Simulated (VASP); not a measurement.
A run of VASP 6.6.1 is set up as follows.

INCAR

```
SYSTEM = ZrGa2Cl8
ALGO = Normal ; EDIFF = 1E-7
ENCUT = 520 ; GGA = PE
ISIF = 2 ; ISMEAR = 0
LASPH = .TRUE. ; LCHARG = .FALSE.
LREAL = .FALSE. ; LWAVE = .FALSE.
NBANDS = 58 ; NELM = 100
PREC = Accurate ; SIGMA = 0.1
```

The input KPOINTS:

```
k-points
0
G
  4 4 4
  0 0 0
```

Contents of POSCAR:

```
ZrGa2Cl8
1.0
    6.1489100900      0.0000000000      0.0000000000
    0.0000000000      6.1489100900      0.0000000000
    0.0000000000      0.0000000000      6.1489100900
Zr Ga Cl
1 2 8
Direct
    0.0000000000      0.0000000000      0.5000000000
    0.5000000000      0.0000000000      0.0000000000
    0.0000000000      0.5000000000      0.0000000000
    0.7500000000      0.2500000000      0.2500000000
    0.2500000000      0.7500000000      0.2500000000
    0.2500000000      0.2500000000      0.7500000000
    0.7500000000      0.7500000000      0.7500000000
    0.2500000000      0.7500000000      0.7500000000
    0.7500000000      0.2500000000      0.7500000000
    0.7500000000      0.7500000000      0.2500000000
    0.2500000000      0.2500000000      0.2500000000
```

Potentials or basis: VASP PAW PBE potentials, release 64 (Zr_sv, Ga_d, Cl).

Run with:

```console
$ cat potpaw_PBE.64/Zr_sv/POTCAR potpaw_PBE.64/Ga_d/POTCAR potpaw_PBE.64/Cl/POTCAR > POTCAR
$ mpirun -np 1 vasp_std > vasp.out
```

Question: Estimate the pressure.

Answer: 4.7 GPa.

Question: What does it give for the band gap on the k mesh?

Answer: Zero (bands 47 and 48 overlap by 1.74 eV).

Question: Predict the largest force.

Answer: 0.592 eV/Å.

Forces in eV/Å, atoms in the order of the input:
```
Zr   0.000  0.000  0.000
Ga   0.000  0.000  0.000
Ga   0.000  0.000  0.000
Cl   0.313 -0.313  0.392
Cl  -0.313  0.313  0.392
Cl  -0.313 -0.313 -0.392
Cl   0.313  0.313 -0.392
Cl  -0.313  0.313 -0.392
Cl   0.313 -0.313 -0.392
Cl   0.313  0.313  0.392
Cl  -0.313 -0.313  0.392
```

Caveat: the cell differs from its parent crystal (atoms taken out); the cell stands under pressure.
